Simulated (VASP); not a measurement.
CO2:

```
CELL_PARAMETERS angstrom
-1.97473 1.97473 3.01406
1.97473 -1.97473 3.01406
1.97473 1.97473 -3.01406
ATOMIC_POSITIONS crystal
O 0.87500 0.95980 0.58480
O 0.37500 0.29020 0.41520
O 0.04020 0.62500 0.91520
O 0.70980 0.12500 0.08480
C 0.00000 0.00000 0.00000
C 0.75000 0.25000 0.50000
```

- Program: VASP 6.6.1
- Task: relaxation of cell and atoms
- Functional: BLYP
- Potentials or basis: VASP PAW PBE potentials, release 64 (O, C)
- Cutoff: 600 eV
- k mesh: 9 × 9 × 9
- Occupations: fermi-dirac, width 0.05 eV
- Spin: no spin polarisation

At the start: pressure 5.8 GPa; volume 7.84 Å³/atom.

Problem. How do energy, volume and symmetry change on relaxing?

Solution. Over 11 steps the energy falls by 3.8 meV/atom and the volume is 8.08 Å³/atom (+3.1 %); space group I-42d (No. 122, to 0.1 Å) before and after.

The path:
```
step  energy change (eV)  largest force (eV/Å)  pressure (GPa)  volume (Å³)
   1              0.0000                0.2122            5.78        47.01
   2              0.0085                0.5317           -5.63        48.96
   3             -0.0173                0.1338            0.38        47.88
   4             -0.0201                0.0802            0.15        48.09
   5             -0.0216                0.0282           -0.05        48.30
   6             -0.0207                0.0731           -0.46        48.73
   7             -0.0218                0.0022           -0.14        48.43
   8             -0.0226                0.0081            0.05        48.42
   9             -0.0229                0.0161            0.27        48.41
  10             -0.0227                0.0441           -0.55        48.55
  11             -0.0229                0.0039            0.03        48.46
```

Final structure:
```
CELL_PARAMETERS angstrom
-2.00370 2.00370 3.01760
2.00370 -2.00370 3.01760
2.00370 2.00370 -3.01760
ATOMIC_POSITIONS crystal
O 0.87500 0.96260 0.58760
O 0.37500 0.28740 0.41240
O 0.03740 0.62500 0.91240
O 0.71260 0.12500 0.08760
C 0.00000 0.00000 0.00000
C 0.75000 0.25000 0.50000
```

Caveat: the PAW data sets were made with another functional, which shifts forces and pressure a little.
